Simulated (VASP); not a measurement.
# CsAs (Pm-3m) in VASP: a series of runs

The runs below take CsAs through single point, relaxation of cell and atoms, with PBE.

Program: VASP 6.6.1. These are calculated values, not measurements. Logs are shortened: lines on timing, memory, paths and dates and some standing lists are left out, and cuts for length are marked.

### Step 1. The cell of the first run

It takes space group Pm-3m (No. 221, cubic). The conventional cell has a = 4.295 Å, b = 4.295 Å, c = 4.295 Å, α = 90.00°, β = 90.00°, γ = 90.00°. Cs (site symmetry m-3m) has 8 As at 3.72 Å and 6 Cs at 4.29 Å within 4.9 Å. As (site symmetry m-3m) has 8 Cs at 3.72 Å and 6 As at 4.29 Å within 4.9 Å.

### Step 2. Single point, PBE

Input file INCAR:

```
SYSTEM = CsAs
  PREC = Accurate
  ENCUT = 520
  EDIFF = 1E-7
  ISMEAR = 0
  SIGMA = 0.1
  LREAL = .FALSE.
  LASPH = .TRUE.
  NELM = 100
  ALGO = Normal
  ISIF = 2
  LWAVE = .FALSE.
  LCHARG = .FALSE.
  GGA = PE
  NBANDS = 14
```

Input file KPOINTS:

```
Automatic mesh
0
G
  14 14 14
  0 0 0
```

Input file POSCAR:

```
CsAs
1.0
    4.2949375854      0.0000000000      0.0000000000
    0.0000000000      4.2949375854      0.0000000000
    0.0000000000      0.0000000000      4.2949375854
Cs As
1 1
Direct
    0.0000000000      0.0000000000      0.0000000000
    0.5000000000      0.5000000000      0.5000000000
```

Potentials or basis: VASP PAW PBE potentials, release 64 (Cs_sv, As).

Launch:

```bash
$ cat potpaw_PBE.64/Cs_sv/POTCAR potpaw_PBE.64/As/POTCAR > POTCAR
$ mpirun -np 1 vasp_std > vasp.out
```

OUTCAR:

```text
SYSTEM = CsAs
   PREC = Accurate
   ENCUT = 520
   EDIFF = 1E-7
   ISMEAR = 0
   LREAL = .FALSE.
   LASPH = .TRUE.
   NELM = 100
   ISIF = 2
   GGA = PE

 ion  position               nearest neighbor table
   1  0.000  0.000  0.000-
   2  0.500  0.500  0.500-

  LATTYP: Found a simple cubic cell.
 ALAT       =     4.2949375854

  Lattice vectors:

 A1 = (   4.2949375854,   0.0000000000,   0.0000000000)
 A2 = (   0.0000000000,   4.2949375854,   0.0000000000)
 A3 = (   0.0000000000,   0.0000000000,   4.2949375854)

Analysis of symmetry for initial positions (statically):
=====================================================================
 Subroutine PRICEL returns:
 Original cell was already a primitive cell.

 Routine SETGRP: Setting up the symmetry group for a
 simple cubic supercell.

 Subroutine GETGRP returns: Found 48 space group operations
 (whereof 48 operations were pure point group operations)
 out of a pool of 48 trial point group operations.

The static configuration has the point symmetry O_h .

Analysis of symmetry for dynamics (positions and initial velocities):
=====================================================================
 Subroutine PRICEL returns:
 Original cell was already a primitive cell.

 Routine SETGRP: Setting up the symmetry group for a
 simple cubic supercell.

 Subroutine GETGRP returns: Found 48 space group operations
 (whereof 48 operations were pure point group operations)
 out of a pool of 48 trial point group operations.

The dynamic configuration has the point symmetry O_h .

 Subroutine INISYM returns: Found 48 space group operations
 (whereof 48 operations are pure point group operations),
 and found     1 'primitive' translations

----------------------------------------------------------------------------------------

                                     Primitive cell

  volume of cell :      79.2265

  direct lattice vectors                    reciprocal lattice vectors
     4.294937585  0.000000000  0.000000000     0.232832254  0.000000000  0.000000000
     0.000000000  4.294937585  0.000000000     0.000000000  0.232832254  0.000000000
     0.000000000  0.000000000  4.294937585     0.000000000  0.000000000  0.232832254

  length of vectors
     4.294937585  4.294937585  4.294937585     0.232832254  0.232832254  0.232832254

  position of ions in fractional coordinates (direct lattice)
     0.000000000  0.000000000  0.000000000
     0.500000000  0.500000000  0.500000000

[... 81 lines left out ...]
   NFREE  =      0    steps in history (QN), initial steepest desc. (CG)
   ISIF   =      2    stress and relaxation
   ISYM   =      2    0-nonsym 1-usesym 2-fastsym
   POTIM  = 0.5000    time-step for ionic-motion
   TEBEG  =    0.0;   TEEND  =   0.0 temperature during run
   PSTRESS=    0.0 pullay stress
   NELECT =      14.0000    total number of electrons
   NUPDOWN=      -1.0000    fix difference up-down
   EMIN   =  10.00;   EMAX   =-10.00  energy-range for DOS
   EFERMI =   0.00;   METHOD = LEGACY
   ISMEAR =     0;   SIGMA  =   0.10  broadening in eV -4-tet -1-fermi 0-gaus
   EFERMI_NEDOS =   21; number of points for ismear=-14 and -15
   IALGO  =     38    algorithm
   IMIX   =      4    mixing-type and parameters
     AMIX     =   0.40;   BMIX     =  1.00
     AMIX_MAG =   1.60;   BMIX_MAG =  1.00
  volume/ion in A,a.u.               =      39.61       267.32
  Fermi-wavevector in a.u.,A,eV,Ry     =   0.918672  1.736039 11.482758  0.843959
  Thomas-Fermi vector in A             =   2.043780
   LORBIT       =      0    0 simple, 1 ext, 2 COOP (PROOUT), +10 PAW based schemes
   GGA     = PE    functional components
   LHFCALC =     F    Hartree Fock is set to
   AEXX    =    0.0000 exact exchange contribution
   IVDW    =     0    specifies the selected vdW correction
   LEPSILON=     F    determine dielectric tensor
   LRPA    =     F    only Hartree local field effects (RPA)
 non-spin polarized calculation
 Gauss-broadening in eV      SIGMA  =   0.10
  energy-cutoff  :      520.00
  volume of cell :       79.23
 maximum number of plane-waves:      2176
 NGX is ok and might be reduce to    32

 number of electron      14.0000005 magnetization

 Free energy of the ion-electron system (eV)
  ---------------------------------------------------
  ext. energy  EPLUGINS =         0.00000000
  ---------------------------------------------------
  free energy    TOTEN  =        -4.92771158 eV

  energy without entropy =       -4.91648003  energy(sigma->0) =       -4.92209581

 E-fermi :   1.3602     XC(G=0):  -8.2681

 val. band max:        1.3356135159   @ k =   0.4286   0.1429   0.0714
 cond. band min:       1.3640525862   @ k =   0.5000   0.2857   0.2143
 fundamental gap:      0.0284390703
 Fermi energy:         1.3601888318

 k-point     1 :       0.0000    0.0000    0.0000
  band No.  band energies     occupation
      1     -19.8374      2.00000
      2      -8.1790      2.00000
      3      -6.4667      2.00000
      4      -6.4667      2.00000
      5      -6.4667      2.00000
      6       1.9606      0.00000
      7       1.9606      0.00000
      8       1.9606      0.00000
      9       4.3864      0.00000
     10       4.3864      0.00000
     11       5.0570      0.00000
     12       8.7996      0.00000
     13       8.7996      0.00000
     14       8.7996      0.00000
[... 377 lines left out ...]
      1     -19.7761      2.00000
      2      -8.3712      2.00000
      3      -6.7508      2.00000
      4      -6.3528      2.00000
      5      -6.3397      2.00000
      6       0.2539      2.00000
      7       1.2321      1.92996
      8       1.7726      0.00000
      9       5.6040      0.00000
     10       6.3995      0.00000
     11       7.5523      0.00000
     12       7.5875      0.00000
     13       8.6911      0.00000
     14       9.1776      0.00000

 [... further k-points ...]
[... 5 lines left out ...]
  --------------------------------------------------------------------------------------
  -------------------------------------------------------------------------------------
  Total        0.0255033      0.0255033      0.0255033      0.0000000      0.0000000      0.0000000
  in kB        0.5157460      0.5157460      0.5157460      0.0000000      0.0000000      0.0000000
  external PRESSURE =       0.5157460 kB  Pullay stress =       0.0000000 kB

 VOLUME and BASIS-vectors are now :
 -----------------------------------------------------------------------------
  energy-cutoff  :      520.00
  volume of cell :       79.23
      direct lattice vectors                 reciprocal lattice vectors
     4.294937585  0.000000000  0.000000000     0.232832254  0.000000000  0.000000000
     0.000000000  4.294937585  0.000000000     0.000000000  0.232832254  0.000000000
     0.000000000  0.000000000  4.294937585     0.000000000  0.000000000  0.232832254

 POSITION                                       TOTAL-FORCE (eV/Angst)
 -----------------------------------------------------------------------------------
      0.00000      0.00000      0.00000         0.000000      0.000000      0.000000
      2.14747      2.14747      2.14747         0.000000      0.000000      0.000000
 -----------------------------------------------------------------------------------
    total drift:                                0.000000      0.000000     -0.000000

  FREE ENERGIE OF THE ION-ELECTRON SYSTEM (eV)
  ---------------------------------------------------
  free  energy   TOTEN  =        -4.9277115825 eV

  energy  without entropy=       -4.9164800310  energy(sigma->0) =       -4.92209581
```

It took 52 s on 1 thread of Intel Xeon Platinum 8488C (Sapphire Rapids), shared host; peak memory 0.27 GiB.

What came out:

```yaml
Free_energy: -4.9277 eV
Pressure: 0.1 GPa
Band_gap_on_the_k_mesh: zero (band 7 reaches 1.96 eV, above the bottom of band 8 at -0.10 eV)
```

Caveat: spin-orbit coupling is left out, which moves the levels of the heavy elements.

### Step 3. Relaxation of cell and atoms, PBE

This run uses another cell than the first one, of 39.29 Å³/atom, 0.992 times its volume.

Input file INCAR:

```
SYSTEM = CsAs
PREC     = Accurate       ! precision mode
ENCUT    = 600            ! plane-wave cutoff, eV
EDIFF    = 1E-6           ! SCF threshold, eV
ISMEAR   = 0              ! smearing method
SIGMA    = 0.1            ! smearing width, eV
LREAL    = .FALSE.        ! projectors in reciprocal space
LASPH    = .TRUE.         ! aspherical terms in the spheres
NELM     = 100            ! most SCF steps
ALGO     = Normal         ! electronic algorithm
ISIF     = 3              ! what is computed and relaxed
LWAVE    = .FALSE.        ! write WAVECAR
LCHARG   = .FALSE.        ! write CHGCAR
GGA      = PE             ! functional
IBRION   = 2              ! ionic algorithm
NSW      = 100            ! ionic steps
EDIFFG   = -0.01          ! ionic threshold
```

KPOINTS is that of step 2.

Input file POSCAR:

```
CsAs
1.0
    4.2831658777      0.0000000000      0.0000000000
    0.0000000000      4.2831658777      0.0000000000
    0.0000000000      0.0000000000      4.2831658777
Cs As
1 1
Direct
    0.0000000000      0.0000000000      0.0000000000
    0.5000000000      0.5000000000      0.5000000000
```

Potentials or basis: VASP PAW PBE potentials, release 64 (Cs_sv, As).

Launch:

```bash
$ cat potpaw_PBE.64/Cs_sv/POTCAR potpaw_PBE.64/As/POTCAR > POTCAR
$ mpirun -np 1 vasp_std > vasp.out
```

OUTCAR:

```text
SYSTEM = CsAs
   PREC = Accurate
   ENCUT = 600
   EDIFF = 1E-6
   ISMEAR = 0
   LREAL = .FALSE.
   LASPH = .TRUE.
   NELM = 100
   ISIF = 3
   GGA = PE
   IBRION = 2
   NSW = 100
   EDIFFG = -0.01

 ion  position               nearest neighbor table
   1  0.000  0.000  0.000-
   2  0.500  0.500  0.500-

  LATTYP: Found a simple cubic cell.
 ALAT       =     4.2831658777

  Lattice vectors:

 A1 = (   4.2831658777,   0.0000000000,   0.0000000000)
 A2 = (   0.0000000000,   4.2831658777,   0.0000000000)
 A3 = (   0.0000000000,   0.0000000000,   4.2831658777)

Analysis of symmetry for initial positions (statically):
=====================================================================
 Subroutine PRICEL returns:
[... 256 lines left out ...]

 val. band max:        1.3166015370   @ k =   0.4286   0.1429   0.0714
 cond. band min:       1.3419668695   @ k =   0.5000   0.2857   0.2143
 fundamental gap:      0.0253653324
 Fermi energy:         1.3394459847

 k-point     1 :       0.0000    0.0000    0.0000
  band No.  band energies     occupation
      1     -19.8601      2.00000
      2      -8.1944      2.00000
      3      -6.4909      2.00000
      4      -6.4909      2.00000
      5      -6.4909      2.00000
      6       1.9356      0.00000
      7       1.9356      0.00000
      8       1.9356      0.00000
      9       4.3718      0.00000
     10       4.3718      0.00000
     11       5.0162      0.00000
[... 309 lines left out ...]
 k-point    24 :       0.3571    0.2143    0.0000
  band No.  band energies     occupation
      1     -19.7997      2.00000
      2      -8.3836      2.00000
      3      -6.7720      2.00000
      4      -6.3786      2.00000
      5      -6.3662      2.00000
      6       0.2374      2.00000
      7       1.2111      1.93046
      8       1.7509      0.00000
      9       5.5825      0.00000
     10       6.3685      0.00000
     11       7.5219      0.00000

 [... further k-points ...]
[... 5 lines left out ...]
  --------------------------------------------------------------------------------------
  -------------------------------------------------------------------------------------
  Total        0.0004208      0.0004208      0.0004208      0.0000000     -0.0000000     -0.0000000
  in kB        0.0084782      0.0084782      0.0084782      0.0000000     -0.0000000     -0.0000000
  external PRESSURE =       0.0084782 kB  Pullay stress =       0.0000000 kB
[... 17 lines left out ...]
  FREE ENERGIE OF THE ION-ELECTRON SYSTEM (eV)
  ---------------------------------------------------
  free  energy   TOTEN  =        -4.9276813224 eV

  energy  without entropy=       -4.9164155325  energy(sigma->0) =       -4.92204843

 reached required accuracy - stopping structural energy minimisation
```

OSZICAR:

```text
N       E                     dE             d eps       ncg     rms          rms(c)
DAV:   1     0.737037990614E+02    0.73704E+02   -0.61414E+03  2640   0.119E+03
DAV:   2     0.601645988296E+00   -0.73102E+02   -0.70336E+02  3793   0.163E+02
DAV:   3    -0.490817826428E+01   -0.55098E+01   -0.54456E+01  3218   0.489E+01
DAV:   4    -0.497306387748E+01   -0.64886E-01   -0.64779E-01  3120   0.610E+00
[... 19 lines left out ...]
DAV:   2    -0.492819593148E+01    0.16229E-02   -0.20098E-03  2787   0.278E-01    0.916E-02
DAV:   3    -0.492768669692E+01    0.50923E-03   -0.17271E-03  2667   0.244E-01    0.219E-02
DAV:   4    -0.492768483883E+01    0.18581E-05   -0.12596E-05  2979   0.264E-02    0.174E-02
DAV:   5    -0.492768133344E+01    0.35054E-05   -0.35533E-06  2886   0.130E-02    0.165E-03
DAV:   6    -0.492768132243E+01    0.11008E-07   -0.18978E-07  1428   0.317E-03
   3 F= -.49276813E+01 E0= -.49220484E+01  d E =-.529634E-03
```

CONTCAR:

```text
CsAs
   1.00000000000000
     4.3004122629883774   -0.0000000000000000   -0.0000000000000000
     0.0000000000000000    4.3004122629883774   -0.0000000000000000
     0.0000000000000000    0.0000000000000000    4.3004122629883774
  Cs              As
     1     1
Direct
     0.0000000000000000    0.0000000000000000    0.0000000000000000
     0.5000000000000000    0.5000000000000000    0.5000000000000000

  0.00000000E+00  0.00000000E+00  0.00000000E+00
  0.00000000E+00  0.00000000E+00  0.00000000E+00
```

It took 1.8 min on 1 thread of Intel Xeon Platinum 8488C (Sapphire Rapids), shared host; peak memory 0.32 GiB.

Results:

```
Free energy                            : -4.9277 eV
Relaxed volume                         : 39.76 Å³/atom
Relaxed cell                           : a = 4.300 Å, b = 4.300 Å, c = 4.300 Å, α = 90.00°, β = 90.00°, γ = 90.00°
Space group after relaxing (to 0.05 Å) : Pm-3m (No. 221)
Energy gained by relaxing              : 0.3 meV/atom
Ionic steps                            : 3
Pressure after relaxing                : 0.0 GPa
Band gap on the k mesh                 : zero (band 7 reaches 1.94 eV, above the bottom of band 8 at -0.11 eV)
```

Step by step:
| step | energy change (eV) | largest force (eV/Å) | pressure (GPa) | volume (Å³) |
| --- | --- | --- | --- | --- |
| 1 | 0.0000 | 0.0000 | 0.18 | 78.58 |
| 2 | -0.0004 | 0.0000 | 0.08 | 79.07 |
| 3 | -0.0005 | 0.0000 | 0.00 | 79.53 |

Final structure:
```xyz
2
Lattice="4.3004 0.0000 0.0000 0.0000 4.3004 0.0000 0.0000 0.0000 4.3004" Properties=species:S:1:pos:R:3 pbc="T T T"
Cs    0.0000    0.0000    0.0000
As    2.1502    2.1502    2.1502
```

Caveat: spin-orbit coupling is left out, which moves the levels of the heavy elements.

### Step 4. Single point, PBE

This run uses another cell than the first one: it holds 8 atoms, not 2.

Input file INCAR:

```
ALGO     = Normal         # electronic algorithm
EDIFF    = 1E-6           # SCF threshold, eV
ENCUT    = 520            # plane-wave cutoff, eV
GGA      = PE             # functional
ISIF     = 2              # what is computed and relaxed
ISMEAR   = 0              # smearing method
LASPH    = T              # aspherical terms in the spheres
LCHARG   = F              # write CHGCAR
LREAL    = F              # projectors in reciprocal space
LWAVE    = F              # write WAVECAR
NBANDS   = 38             # bands
NELM     = 100            # most SCF steps
PREC     = Accurate       # precision mode
SIGMA    = 0.2            # smearing width, eV
```

Input file KPOINTS:

```
k-points
0
Gamma
  6 4 4
```

Input file POSCAR:

```
CsAs
1.0
    0.0000000000      0.0000000000      4.2949375854
    8.5898751708      0.0000000000      0.0000000000
    0.0000000000      8.5898751708      0.0000000000
Cs As
4 4
Direct
    0.0000000000      0.0000000000      0.5000000000
    0.0000000000      0.0000000000      1.0000000000
    0.0000000000      0.5000000000      0.5000000000
    0.0000000000      0.5000000000      0.0000000000
    0.5000000000      0.2500000000      0.2500000000
    0.5000000000      0.2500000000      0.7500000000
    0.5000000000      0.7500000000      0.2500000000
    0.5000000000      0.7500000000      0.7500000000
```

Launch:

```bash
$ cat potpaw_PBE.64/Cs_sv/POTCAR potpaw_PBE.64/As/POTCAR > POTCAR
$ mpirun -np 1 vasp_std > vasp.out
```

It took 2.8 min on 1 thread of Intel Xeon Platinum 8488C (Sapphire Rapids), shared host; peak memory 0.46 GiB.

Results (log left out):

- Free energy: -19.7655 eV
- Pressure: 0.1 GPa
- Band gap on the k mesh: zero (band 28 reaches 1.78 eV, above the bottom of band 29 at 0.95 eV)

Levels at points of the mesh, in eV from the Fermi level:
| k point | band 26 | band 27 | band 28 | band 29 | band 30 | band 31 |
| --- | --- | --- | --- | --- | --- | --- |
| (0.00, 0.00, 0.00) | 0.23 | 0.23 | 0.23 | 0.60 | 0.60 | 0.61 |
| (0.50, 0.00, 0.00) | -0.53 | -0.52 | -0.52 | 0.23 | 0.23 | 0.71 |
| (0.00, 0.50, 0.00) | -0.23 | 0.41 | 0.41 | 0.42 | 0.42 | 0.45 |
| (0.50, 0.50, 0.00) | -1.01 | -0.61 | -0.61 | -0.23 | -0.23 | 0.44 |
| (0.00, 0.50, 0.50) | -0.15 | -0.15 | -0.15 | 0.45 | 0.45 | 0.45 |
| (0.50, 0.50, 0.50) | -0.77 | -0.77 | -0.77 | -0.02 | -0.02 | -0.02 |

Caveat: spin-orbit coupling is left out, which moves the levels of the heavy elements.

### Step 5. Summary

| task | cell | k mesh | cutoff (eV) | smearing | gap on the mesh (eV) | pressure (GPa) |
| --- | --- | --- | --- | --- | --- | --- |
| single point | a = 4.295 Å, 2 atoms | 14 × 14 × 14 | 520 | gaussian 0.1 eV | none | 0.1 |
| relaxation of cell and atoms | relaxed from a = 4.283 Å, 2 atoms | 14 × 14 × 14 | 600 | gaussian 0.1 eV | none | 0.0 |
| single point | a = 4.295, b = 8.590, c = 8.590 Å, 8 atoms | 6 × 4 × 4 | 520 | gaussian 0.2 eV | none | 0.1 |

Alike in all rows: level PBE; potentials or basis VASP PAW PBE potentials, release 64 (Cs_sv, As); no spin polarisation.

Caveats: spin-orbit coupling is left out, which moves the levels of the heavy elements.

Absolute energies hang on the potentials; compare differences alone.
